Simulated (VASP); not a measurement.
# Ti (Im-3m) in VASP: notebook

Runs on Ti. Level: LDA. Tasks: single point.

Program: VASP 6.6.1. These are calculated values, not measurements. Logs are shortened: lines on timing, memory, paths and dates and some standing lists are left out, and cuts for length are marked.

**1. The cell of the first run**

Symmetry: Im-3m, No. 229, cubic system. Conventional cell: a = 3.233 Å, b = 3.233 Å, c = 3.233 Å, α = 90.00°, β = 90.00°, γ = 90.00°. Ti (site symmetry m-3m) has 14 Ti at 2.80 to 3.23 Å within 3.7 Å.

**2. Single point, LDA (strain -0.015 along x and y, -0.015 along z)**

The input, INCAR:

```
ALGO = Normal ; EDIFF = 1E-6
ENCUT = 520 ; ISIF = 2
ISMEAR = 0 ; LASPH = True
LCHARG = True ; LELF = True
LREAL = False ; LVHAR = True
LWAVE = False ; NBANDS = 12
NELM = 100 ; PREC = Accurate
SIGMA = 0.15
```

The input, KPOINTS:

```
k-points
0
Gamma
  20 20 20
```

The input, POSCAR:

```
Ti
1.0
   -1.6163850000      1.6163850000      1.6163850000
    1.6163850000     -1.6163850000      1.6163850000
    1.6163850000      1.6163850000     -1.6163850000
Ti
1
Direct
    0.0000000000      0.0000000000      0.0000000000
```

Potentials or basis: VASP PAW LDA potentials, release 64 (Ti_sv).

On the command line:

```bash
$ cat potpaw_LDA.64/Ti_sv/POTCAR > POTCAR
$ mpirun -np 1 vasp_std > vasp.out
```

OUTCAR:

```text
EDIFF = 1E-6
   ENCUT = 520
   ISIF = 2
   ISMEAR = 0
   LASPH = True
   LREAL = False
   NELM = 100
   PREC = Accurate

 ion  position               nearest neighbor table
   1  0.000  0.000  0.000-

  LATTYP: Found a body centered cubic cell.
 ALAT       =     3.2327700000

  Lattice vectors:

 A1 = (  -1.6163850000,   1.6163850000,   1.6163850000)
 A2 = (   1.6163850000,  -1.6163850000,   1.6163850000)
 A3 = (   1.6163850000,   1.6163850000,  -1.6163850000)

Analysis of symmetry for initial positions (statically):
=====================================================================
 Subroutine PRICEL returns:
 Original cell was already a primitive cell.

 Routine SETGRP: Setting up the symmetry group for a
 body centered cubic supercell.

 Subroutine GETGRP returns: Found 48 space group operations
 (whereof 48 operations were pure point group operations)
 out of a pool of 48 trial point group operations.

The static configuration has the point symmetry O_h .

Analysis of symmetry for dynamics (positions and initial velocities):
=====================================================================
 Subroutine PRICEL returns:
 Original cell was already a primitive cell.

 Routine SETGRP: Setting up the symmetry group for a
 body centered cubic supercell.

 Subroutine GETGRP returns: Found 48 space group operations
 (whereof 48 operations were pure point group operations)
 out of a pool of 48 trial point group operations.

The dynamic configuration has the point symmetry O_h .

 Subroutine INISYM returns: Found 48 space group operations
 (whereof 48 operations are pure point group operations),
 and found     1 'primitive' translations

----------------------------------------------------------------------------------------

                                     Primitive cell

  volume of cell :      16.8925

  direct lattice vectors                    reciprocal lattice vectors
    -1.616385000  1.616385000  1.616385000     0.000000000  0.309332244  0.309332244
     1.616385000 -1.616385000  1.616385000     0.309332244  0.000000000  0.309332244
     1.616385000  1.616385000 -1.616385000     0.309332244  0.309332244  0.000000000

  length of vectors
     2.799660945  2.799660945  2.799660945     0.437461855  0.437461855  0.437461855

  position of ions in fractional coordinates (direct lattice)
     0.000000000  0.000000000  0.000000000

  ion indices of the primitive-cell ions
   primitive index   ion index
                 1           1

----------------------------------------------------------------------------------------

 KPOINTS: k-points

Automatic generation of k-mesh.
 Grid dimensions read from file:
 generate k-points for:   20   20   20

 Generating k-lattice:

  Cartesian coordinates                     Fractional coordinates (reciprocal lattice)
     0.000000000  0.015466612  0.015466612     0.050000000  0.000000000  0.000000000
     0.015466612  0.000000000  0.015466612     0.000000000  0.050000000  0.000000000
     0.015466612  0.015466612  0.000000000     0.000000000  0.000000000  0.050000000

  Length of vectors
     0.021873093  0.021873093  0.021873093

  Shift w.r.t. Gamma in fractional coordinates (k-lattice)
     0.000000000  0.000000000  0.000000000

 Subroutine IBZKPT returns following result:
 ===========================================

 Found    256 irreducible k-points:

 Following reciprocal coordinates:
            Coordinates               Weight
  0.000000  0.000000  0.000000      1.000000
  0.050000  0.000000  0.000000     12.000000
  0.100000  0.000000  0.000000     12.000000
  0.150000  0.000000  0.000000     12.000000
  0.200000  0.000000  0.000000     12.000000
  0.250000  0.000000  0.000000     12.000000
[... 16 lines left out ...]
  0.200000  0.100000 -0.000000     48.000000
  0.250000  0.100000  0.000000     48.000000
 [... further k-points ...]
   k-points           NKPTS =    256   k-points in BZ     NKDIM =    256   number of bands    NBANDS=     12
   number of dos      NEDOS =    301   number of ions     NIONS =      1
   total plane-waves  NPLWV =  13824
   dimension x,y,z NGX =    24 NGY =   24 NGZ =   24
   dimension x,y,z NGXF=    48 NGYF=   48 NGZF=   48
   ions per type =               1
   NGX,Y,Z   is equivalent  to a cutoff of  14.25, 14.25, 14.25 a.u.
   NGXF,Y,Z  is equivalent  to a cutoff of  28.50, 28.50, 28.50 a.u.
 SYSTEM =  unknown system
   PREC   = accura    normal or accurate (medium, high low for compatibility)
   ISTART =      0    job   : 0-new  1-cont  2-samecut
   ICHARG =      2    charge: 1-file 2-atom 10-const
   ISPIN  =      1    spin polarized calculation?
   LNONCOLLINEAR =      F non collinear calculations
   LSORBIT =      F    spin-orbit coupling
   LASPH  =      T    aspherical Exc in radial PAW
   ENCUT  =  520.0 eV  38.22 Ry    6.18 a.u.   5.21  5.21  5.21*2*pi/ulx,y,z
   NELM   =    100;   NELMIN=  2; NELMDL= -5     # of ELM steps
   EDIFF  = 0.1E-05   stopping-criterion for ELM
   LREAL  =      F    real-space projection
   EDIFFG = 0.1E-04   stopping-criterion for IOM
   NSW    =      0    number of steps for IOM
   IBRION =     -1    ionic relax: 0-MD 1-quasi-New 2-CG
   NFREE  =      0    steps in history (QN), initial steepest desc. (CG)
   ISIF   =      2    stress and relaxation
   ISYM   =      2    0-nonsym 1-usesym 2-fastsym
   POTIM  = 0.5000    time-step for ionic-motion
   TEBEG  =    0.0;   TEEND  =   0.0 temperature during run
   PSTRESS=    0.0 pullay stress
   NELECT =      12.0000    total number of electrons
   NUPDOWN=      -1.0000    fix difference up-down
   EMIN   =  10.00;   EMAX   =-10.00  energy-range for DOS
   EFERMI =   0.00;   METHOD = LEGACY
   ISMEAR =     0;   SIGMA  =   0.15  broadening in eV -4-tet -1-fermi 0-gaus
   EFERMI_NEDOS =   21; number of points for ismear=-14 and -15
   IALGO  =     38    algorithm
   IMIX   =      4    mixing-type and parameters
     AMIX     =   0.40;   BMIX     =  1.00
     AMIX_MAG =   1.60;   BMIX_MAG =  1.00
  volume/ion in A,a.u.               =      16.89       114.00
  Fermi-wavevector in a.u.,A,eV,Ry     =   1.460732  2.760383 29.031253  2.133737
  Thomas-Fermi vector in A             =   2.577147
   LORBIT       =      0    0 simple, 1 ext, 2 COOP (PROOUT), +10 PAW based schemes
   GGA     = CA    functional components
   LHFCALC =     F    Hartree Fock is set to
   AEXX    =    0.0000 exact exchange contribution
   IVDW    =     0    specifies the selected vdW correction
   LEPSILON=     F    determine dielectric tensor
   LRPA    =     F    only Hartree local field effects (RPA)
 non-spin polarized calculation
 Gauss-broadening in eV      SIGMA  =   0.15
  energy-cutoff  :      520.00
  volume of cell :       16.89
 maximum number of plane-waves:       470
 NGX is ok and might be reduce to    24
   NGX = 11   NGY = 11   NGZ = 11

 number of electron      11.9999996 magnetization

 Free energy of the ion-electron system (eV)
  ---------------------------------------------------
  ext. energy  EPLUGINS =         0.00000000
  ---------------------------------------------------
  free energy    TOTEN  =        -8.44943040 eV

  energy without entropy =       -8.42439024  energy(sigma->0) =       -8.43691032

 E-fermi :   8.1338     XC(G=0): -11.9133

 val. band max:        8.1241713363   @ k =   0.3000   0.0000   0.0000
 cond. band min:       8.1340008484   @ k =  -0.3000   0.3500   0.1000
 fundamental gap:      0.0098295121
 Fermi energy:         8.1338360989

 k-point     1 :       0.0000    0.0000    0.0000
  band No.  band energies     occupation
      1     -47.6434      2.00000
      2     -23.8339      2.00000
      3     -23.8339      2.00000
      4     -23.8339      2.00000
      5       2.2063      2.00000
      6       9.1087      0.00000
      7       9.1087      0.00000
      8       9.1087      0.00000
      9      10.9460      0.00000
     10      10.9460      0.00000
     11      25.8287      0.00000
     12      25.8287      0.00000

 k-point     2 :       0.0500    0.0000    0.0000
  band No.  band energies     occupation
      1     -47.6396      2.00000
      2     -23.8533      2.00000
      3     -23.8398      2.00000
      4     -23.8340      2.00000
      5       2.2947      2.00000
      6       9.0677      0.00000
      7       9.0986      0.00000
      8       9.1739      0.00000
      9      10.8966      0.00000
     10      10.9483      0.00000
     11      25.7115      0.00000
     12      25.8276      0.00000

 k-point     3 :       0.1000    0.0000    0.0000
  band No.  band energies     occupation
      1     -47.6287      2.00000
      2     -23.9096      2.00000
      3     -23.8570      2.00000
      4     -23.8344      2.00000
      5       2.5545      2.00000
      6       8.9510      0.00000
      7       9.0561      0.00000
      8       9.3667      0.00000
      9      10.7771      0.00000
     10      10.9566      0.00000
     11      25.3292      0.00000
     12      25.7635      0.00000
[... 286 lines left out ...]
 k-point    23 :       0.2000    0.1000   -0.0000
  band No.  band energies     occupation
      1     -47.5587      2.00000
      2     -24.2445      2.00000
      3     -23.9565      2.00000
      4     -23.8609      2.00000
      5       4.3409      2.00000
      6       8.3121      0.09291
      7       8.4286      0.00546
      8      10.5043      0.00000
      9      10.8360      0.00000
     10      11.1707      0.00000
     11      22.3682      0.00000
     12      23.6654      0.00000

 k-point    24 :       0.2500    0.1000    0.0000
  band No.  band energies     occupation
      1     -47.5358      2.00000
      2     -24.3467      2.00000
      3     -23.9989      2.00000
      4     -23.8629      2.00000
      5       4.9418      2.00000
      6       8.0985      1.26127
      7       8.3071      0.10240
      8      10.5956      0.00000
      9      11.2176      0.00000
     10      11.4051      0.00000
     11      20.9917      0.00000
     12      22.9928      0.00000

 [... further k-points ...]
[... 5 lines left out ...]
  --------------------------------------------------------------------------------------
  -------------------------------------------------------------------------------------
  Total       -0.7225753     -0.7225753     -0.7225753     -0.0000000     -0.0000000     -0.0000000
  in kB      -68.5329216    -68.5329216    -68.5329216     -0.0000000     -0.0000000     -0.0000000
  external PRESSURE =     -68.5329216 kB  Pullay stress =       0.0000000 kB

 VOLUME and BASIS-vectors are now :
 -----------------------------------------------------------------------------
  energy-cutoff  :      520.00
  volume of cell :       16.89
      direct lattice vectors                 reciprocal lattice vectors
    -1.616385000  1.616385000  1.616385000     0.000000000  0.309332244  0.309332244
     1.616385000 -1.616385000  1.616385000     0.309332244  0.000000000  0.309332244
     1.616385000  1.616385000 -1.616385000     0.309332244  0.309332244  0.000000000

 POSITION                                       TOTAL-FORCE (eV/Angst)
 -----------------------------------------------------------------------------------
      0.00000      0.00000      0.00000         0.000000      0.000000     -0.000000
 -----------------------------------------------------------------------------------
    total drift:                               -0.000000      0.000000      0.000000

  FREE ENERGIE OF THE ION-ELECTRON SYSTEM (eV)
  ---------------------------------------------------
  free  energy   TOTEN  =        -8.4494303980 eV

  energy  without entropy=       -8.4243902389  energy(sigma->0) =       -8.43691032
```

It took 26 s on 1 thread of Intel Xeon Platinum 8259CL at 2.50GHz (Skylake/Cascade Lake), shared host; peak memory 0.17 GiB.

What came out:

```yaml
Free_energy: -8.4494 eV
Pressure: -6.9 GPa
Band_gap_on_the_k_mesh: zero (band 6 reaches 9.11 eV, above the bottom of band 7 at 7.45 eV)
```

Caveat: the cell differs from its parent crystal (strain -0.015 along x and y, -0.015 along z).

**3. Single point, LDA (strain +0.015 along x and y, +0.015 along z)**

The input, INCAR:

```
PREC = Accurate
ENCUT = 520
EDIFF = 1E-7
ISMEAR = 0
SIGMA = 0.15
LREAL = False
LASPH = True
NELM = 100
ALGO = Normal
ISIF = 2
LWAVE = False
LCHARG = False
GGA = CA
NBANDS = 12
```

The input, KPOINTS:

```
Automatic mesh
0
Gamma
  20 20 20
```

The input, POSCAR:

```
Ti
1.0
   -1.6656150000      1.6656150000      1.6656150000
    1.6656150000     -1.6656150000      1.6656150000
    1.6656150000      1.6656150000     -1.6656150000
Ti
1
Direct
    0.0000000000      0.0000000000      0.0000000000
```

Potentials or basis: VASP PAW LDA potentials, release 64 (Ti_sv).

On the command line:

```bash
$ cat potpaw_LDA.64/Ti_sv/POTCAR > POTCAR
$ mpirun -np 1 vasp_std > vasp.out
```

Wall time 27 s (1 thread of Intel Xeon Platinum 8259CL at 2.50GHz (Skylake/Cascade Lake), shared host); peak memory 0.17 GiB.

The run converged. Its results:

| Quantity | Value |
| --- | --- |
| Free energy | -8.3431 eV |
| Pressure | -14.1 GPa |
| Band gap on the k mesh | zero (band 6 reaches 8.11 eV, above the bottom of band 7 at 6.60 eV) |

Levels at points of the mesh, in eV from the Fermi level:
| k point | band 4 | band 5 | band 6 | band 7 | band 8 | band 9 |
| --- | --- | --- | --- | --- | --- | --- |
| (0.00, 0.00, 0.00) | -32.24 | -5.74 | 0.89 | 0.89 | 0.89 | 2.54 |
| (0.50, 0.00, 0.00) | -32.25 | -2.30 | -0.37 | 1.07 | 2.51 | 2.83 |
| (0.50, 0.50, 0.50) | -32.64 | -1.90 | -1.90 | 3.61 | 3.61 | 3.61 |

Caveat: the cell differs from its parent crystal (strain +0.015 along x and y, +0.015 along z).

(Continued in part 2 of 2.)
